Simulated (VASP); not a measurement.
Input of a VASP 6.6.1 run:

File INCAR:

```
SYSTEM = C
PREC     = Accurate       ! precision mode
ENCUT    = 520            ! plane-wave cutoff, eV
EDIFF    = 1E-6           ! SCF threshold, eV
ISMEAR   = -1             ! smearing method
SIGMA    = 0.03           ! smearing width, eV
LREAL    = .False.        ! projectors in reciprocal space
LASPH    = .True.         ! aspherical terms in the spheres
NELM     = 80             ! most SCF steps
ALGO     = Normal         ! electronic algorithm
ISIF     = 2              ! what is computed and relaxed
LWAVE    = .False.        ! write WAVECAR
LCHARG   = .False.        ! write CHGCAR
GGA      = CA             ! functional
NBANDS   = 11             ! bands
```

KPOINTS

```
regular mesh
0
Gamma
  16 16 16
  0 0 0
```

POSCAR

```
C
1.0
    0.0000000000      1.7655660000      1.7834000000
    1.7655660000      0.0000000000      1.7834000000
    1.7655660000      1.7655660000      0.0000000000
C
2
Direct
    0.5000000000      0.5000000000      0.5000000000
    0.7500000000      0.7500000000      0.7500000000
```

Potentials or basis: VASP PAW LDA potentials, release 64 (C).

Launch:

```sh
$ cat potpaw_LDA.64/C/POTCAR > POTCAR
$ mpirun -np 1 vasp_std > vasp.out
```

(1) Estimate the pressure.

(2) Estimate the band gap on the k mesh.

## Answers

(1) -2.8 GPa.

(2) 4.02 eV (least direct gap 5.51 eV).

Caveat: the cell differs from its parent crystal (equal xx and yy strain of -1 %).
